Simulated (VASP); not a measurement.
# Sn (I4_1/amd) in VASP: notebook

The runs below take Sn through single point, with PBEsol.

Program: VASP 6.6.1. These are calculated values, not measurements. Logs are shortened: lines on timing, memory, paths and dates and some standing lists are left out, and cuts for length are marked.

## (1) The cell of the first run

Symmetry: I4_1/amd, No. 141, tetragonal system. The conventional cell has a = 4.728 Å, b = 4.728 Å, c = 6.589 Å, α = 90.00°, β = 90.00°, γ = 90.00°. Within 3.8 Å of Sn (site symmetry -4m2) lie 4 Sn at 2.88 Å.

## (2) Single point, PBEsol (strain +0.030 along x and y, +0.015 along z)

The input, INCAR:

```
SYSTEM = Sn
ALGO = Fast ; EDIFF = 1E-7
ENCUT = 520 ; GGA = PS
ISIF = 2 ; ISMEAR = 0
LASPH = .True. ; LCHARG = .False.
LREAL = .False. ; LWAVE = .False.
NBANDS = 21 ; NELM = 100
PREC = Accurate ; SIGMA = 0.15
```

The input, KPOINTS:

```
k-points
0
Gamma
  12 12 12
  0 0 0
```

The input, POSCAR:

```
Sn
1.0
    0.0000000000      3.3429680000      3.2942840000
    3.3429680000      0.0000000000      3.2942840000
    3.3429680000      3.3429680000      0.0000000000
Sn
2
Direct
    0.5000000000      0.5000000000      0.5000000000
    0.7500000000      0.7500000000      0.7500000000
```

Potentials or basis: VASP PAW PBE potentials, release 64 (Sn_d).

The run is started by

```sh
$ cat potpaw_PBE.64/Sn_d/POTCAR > POTCAR
$ mpirun -np 1 vasp_std > vasp.out
```

OUTCAR:

```text
SYSTEM = Sn
   EDIFF = 1E-7
   ENCUT = 520
   GGA = PS
   ISIF = 2
   ISMEAR = 0
   LASPH = .True.
   LREAL = .False.
   NELM = 100
   PREC = Accurate

 ion  position               nearest neighbor table
   1  0.500  0.500  0.500-   2 2.88   2 2.88   2 2.88   2 2.88
   2  0.750  0.750  0.750-   1 2.88   1 2.88   1 2.88   1 2.88

  LATTYP: Found a body centered tetragonal cell.
 ALAT       =     4.7276706842
 C/A-ratio  =     1.3936182192

  Lattice vectors:

 A1 = (   0.0000000000,  -3.3429680000,  -3.2942840000)
 A2 = (   0.0000000000,   3.3429680000,  -3.2942840000)
 A3 = (   3.3429680000,   0.0000000000,   3.2942840000)

Analysis of symmetry for initial positions (statically):
=====================================================================
 Subroutine PRICEL returns:
 Original cell was already a primitive cell.

 Routine SETGRP: Setting up the symmetry group for a
 body centered tetragonal supercell.

 Subroutine GETGRP returns: Found 16 space group operations
 (whereof  8 operations were pure point group operations)
 out of a pool of 16 trial point group operations.

The static configuration has the point symmetry D_2d.
 The point group associated with its full space group is D_4h.

Analysis of symmetry for dynamics (positions and initial velocities):
=====================================================================
 Subroutine PRICEL returns:
 Original cell was already a primitive cell.

 Routine SETGRP: Setting up the symmetry group for a
 body centered tetragonal supercell.

 Subroutine GETGRP returns: Found 16 space group operations
 (whereof  8 operations were pure point group operations)
 out of a pool of 16 trial point group operations.

The dynamic configuration has the point symmetry D_2d.
 The point group associated with its full space group is D_4h.

 Subroutine INISYM returns: Found 16 space group operations
 (whereof  8 operations are pure point group operations),
 and found     1 'primitive' translations

----------------------------------------------------------------------------------------

                                     Primitive cell

  volume of cell :      73.6301

  direct lattice vectors                    reciprocal lattice vectors
     0.000000000  3.342968000  3.294284000    -0.149567690  0.149567690  0.151778049
     3.342968000  0.000000000  3.294284000     0.149567690 -0.149567690  0.151778049
     3.342968000  3.342968000  0.000000000     0.149567690  0.149567690 -0.151778049

  length of vectors
[... 76 lines left out ...]
   ISPIN  =      1    spin polarized calculation?
   LNONCOLLINEAR =      F non collinear calculations
   LSORBIT =      F    spin-orbit coupling
   LASPH  =      T    aspherical Exc in radial PAW
   ENCUT  =  520.0 eV  38.22 Ry    6.18 a.u.   8.73  8.73  8.79*2*pi/ulx,y,z
   NELM   =    100;   NELMIN=  2; NELMDL= -5     # of ELM steps
   EDIFF  = 0.1E-06   stopping-criterion for ELM
   LREAL  =      F    real-space projection
   EDIFFG = 0.1E-05   stopping-criterion for IOM
   NSW    =      0    number of steps for IOM
   IBRION =     -1    ionic relax: 0-MD 1-quasi-New 2-CG
   NFREE  =      0    steps in history (QN), initial steepest desc. (CG)
   ISIF   =      2    stress and relaxation
   ISYM   =      2    0-nonsym 1-usesym 2-fastsym
   POTIM  = 0.5000    time-step for ionic-motion
   TEBEG  =    0.0;   TEEND  =   0.0 temperature during run
   PSTRESS=    0.0 pullay stress
   NELECT =      28.0000    total number of electrons
   NUPDOWN=      -1.0000    fix difference up-down
   EMIN   =  10.00;   EMAX   =-10.00  energy-range for DOS
   EFERMI =   0.00;   METHOD = LEGACY
   ISMEAR =     0;   SIGMA  =   0.15  broadening in eV -4-tet -1-fermi 0-gaus
   EFERMI_NEDOS =   21; number of points for ismear=-14 and -15
   IALGO  =     68    algorithm
   IMIX   =      4    mixing-type and parameters
     AMIX     =   0.40;   BMIX     =  1.00
     AMIX_MAG =   1.60;   BMIX_MAG =  1.00
  volume/ion in A,a.u.               =      36.82       248.44
  Fermi-wavevector in a.u.,A,eV,Ry     =   1.186066  2.241341 19.140045  1.406754
  Thomas-Fermi vector in A             =   2.322247
   LORBIT       =      0    0 simple, 1 ext, 2 COOP (PROOUT), +10 PAW based schemes
   GGA     = PS    functional components
   LHFCALC =     F    Hartree Fock is set to
   AEXX    =    0.0000 exact exchange contribution
   IVDW    =     0    specifies the selected vdW correction
   LEPSILON=     F    determine dielectric tensor
   LRPA    =     F    only Hartree local field effects (RPA)
 non-spin polarized calculation
 RMM-DIIS sequential band-by-band and
 Gauss-broadening in eV      SIGMA  =   0.15
  energy-cutoff  :      520.00
  volume of cell :       73.63
 maximum number of plane-waves:      2016
   NGX = 17   NGY = 17   NGZ = 17

 number of electron      28.0000007 magnetization

 Free energy of the ion-electron system (eV)
  ---------------------------------------------------
  ext. energy  EPLUGINS =         0.00000000
  ---------------------------------------------------
  free energy    TOTEN  =        -8.44258044 eV

  energy without entropy =       -8.44024753  energy(sigma->0) =       -8.44141398

 E-fermi :   4.6986     XC(G=0):  -8.7441

 val. band max:        4.6984802532   @ k =  -0.0833   0.0000   0.0833
 cond. band min:       4.7003851181   @ k =   0.3333   0.0000   0.0000
 fundamental gap:      0.0019048649
 Fermi energy:         4.6985628164

 k-point     1 :       0.0000    0.0000    0.0000
  band No.  band energies     occupation
      1     -16.7415      2.00000
      2     -16.7371      2.00000
      3     -16.7371      2.00000
      4     -16.6883      2.00000
      5     -16.6874      2.00000
      6     -16.4355      2.00000
[... 565 lines left out ...]
     20      12.3808      0.00000
     21      12.5644      0.00000

 [... further k-points ...]
[... 5 lines left out ...]
  --------------------------------------------------------------------------------------
  -------------------------------------------------------------------------------------
  Total       -0.9545234     -0.9545234     -0.7614836      0.0000000     -0.0000000     -0.0000000
  in kB      -20.7702477    -20.7702477    -16.5697395      0.0000000     -0.0000000     -0.0000000
  external PRESSURE =     -19.3700783 kB  Pullay stress =       0.0000000 kB

 VOLUME and BASIS-vectors are now :
 -----------------------------------------------------------------------------
  energy-cutoff  :      520.00
  volume of cell :       73.63
      direct lattice vectors                 reciprocal lattice vectors
     0.000000000  3.342968000  3.294284000    -0.149567690  0.149567690  0.151778049
     3.342968000  0.000000000  3.294284000     0.149567690 -0.149567690  0.151778049
     3.342968000  3.342968000  0.000000000     0.149567690  0.149567690 -0.151778049

 POSITION                                       TOTAL-FORCE (eV/Angst)
 -----------------------------------------------------------------------------------
      3.34297      3.34297      3.29428        -0.000000     -0.000000     -0.000000
      5.01445      5.01445      4.94143         0.000000      0.000000      0.000000
 -----------------------------------------------------------------------------------
    total drift:                                0.000000      0.000000      0.000000

  FREE ENERGIE OF THE ION-ELECTRON SYSTEM (eV)
  ---------------------------------------------------
  free  energy   TOTEN  =        -8.4425804363 eV

  energy  without entropy=       -8.4402475273  energy(sigma->0) =       -8.44141398
```

stdout:

```text
POSCAR found type information on POSCAR Sn
 POSCAR found :  1 types and       2 ions
 scaLAPACK will be used
 -----------------------------------------------------------------------------
|                                                                             |
|                                                                             |
|     You enforced a specific xc type in the INCAR file but a different       |
|     I HOPE YOU KNOW WHAT YOU ARE DOING!                                     |
|                                                                             |
 -----------------------------------------------------------------------------

 LDA part: xc-table for (Slater+PW92), standard interpolation
 POSCAR, INCAR and KPOINTS ok, starting setup
 FFT: planning ... GRIDC
 FFT: planning ... GRID_SOFT
 FFT: planning ... GRID
 WAVECAR not read
 entering main loop
WARNING in EDDRMM: call to ZHEGV failed, returncode =   8  4     17
 num prob  num prob WARNING in EDDRMM: call to ZHEGV failed, returncode =   8  4     20
 num prob  num prob RMM:  14    -0.844258043629E+01    0.22924E-07   -0.32559E-07  6105   0.458E-03
```

Wall time 2.2 min (1 thread of Intel Xeon Platinum 8488C (Sapphire Rapids), shared host); peak memory 0.34 GiB.

Results:

```
Free energy            : -8.4426 eV
Pressure               : -1.9 GPa
Band gap on the k mesh : zero (bands 14 and 15 overlap by 0.26 eV)
```

Caveat: the cell differs from its parent crystal (strain +0.030 along x and y, +0.015 along z); the PAW data sets were made with another functional, which shifts forces and pressure a little; spin-orbit coupling is left out, which moves the levels of the heavy elements.

## (3) Single point, PBEsol (strain +0.000 along x and y, +0.030 along z)

The input, INCAR:

```
SYSTEM = Sn
ALGO = Fast
EDIFF = 1E-6
ENCUT = 520
GGA = PS
ISIF = 2
ISMEAR = 0
LASPH = .True.
LCHARG = .False.
LREAL = .False.
LWAVE = .False.
NBANDS = 21
NELM = 80
PREC = Accurate
SIGMA = 0.15
```

KPOINTS is that of step 2.

The input, POSCAR:

```
Sn
1.0
    0.0000000000      3.2456000000      3.3429680000
    3.2456000000      0.0000000000      3.3429680000
    3.2456000000      3.2456000000      0.0000000000
Sn
2
Direct
    0.5000000000      0.5000000000      0.5000000000
    0.7500000000      0.7500000000      0.7500000000
```

Potentials or basis: VASP PAW PBE potentials, release 64 (Sn_d).

The run is started by

```sh
$ cat potpaw_PBE.64/Sn_d/POTCAR > POTCAR
$ mpirun -np 1 vasp_std > vasp.out
```

Run time: 5.3 min. Hardware: 1 thread of Intel Xeon 8259CL, shared host; peak memory 0.34 GiB.

It converged, with:

* Free energy: -8.4620 eV
* Pressure: -0.4 GPa
* Band gap on the k mesh: zero (bands 14 and 15 overlap by 0.28 eV)

Stress tensor (GPa, compression positive):
```
-0.09  0.00  0.00
 0.00 -0.09  0.00
 0.00  0.00 -1.01
```

Levels at points of the mesh, in eV from the Fermi level:
```
           k point  band 12  band 13  band 14  band 15  band 16  band 17
(0.00, 0.00, 0.00)    -0.90    -0.03     0.16     0.16     2.12     2.12
(0.50, 0.00, 0.00)    -6.20    -1.17    -0.96    -0.12     3.16     3.27
(0.50, 0.50, 0.00)    -7.49    -2.25    -2.25     0.92     0.92     7.50
(0.50, 0.00, 0.50)    -7.39    -2.41    -2.41     0.74     0.74     7.50
```

Caveat: the cell differs from its parent crystal (strain +0.000 along x and y, +0.030 along z); the PAW data sets were made with another functional, which shifts forces and pressure a little; spin-orbit coupling is left out, which moves the levels of the heavy elements.

The gap in the log of VASP goes by the Fermi energy; the results here count the filled bands.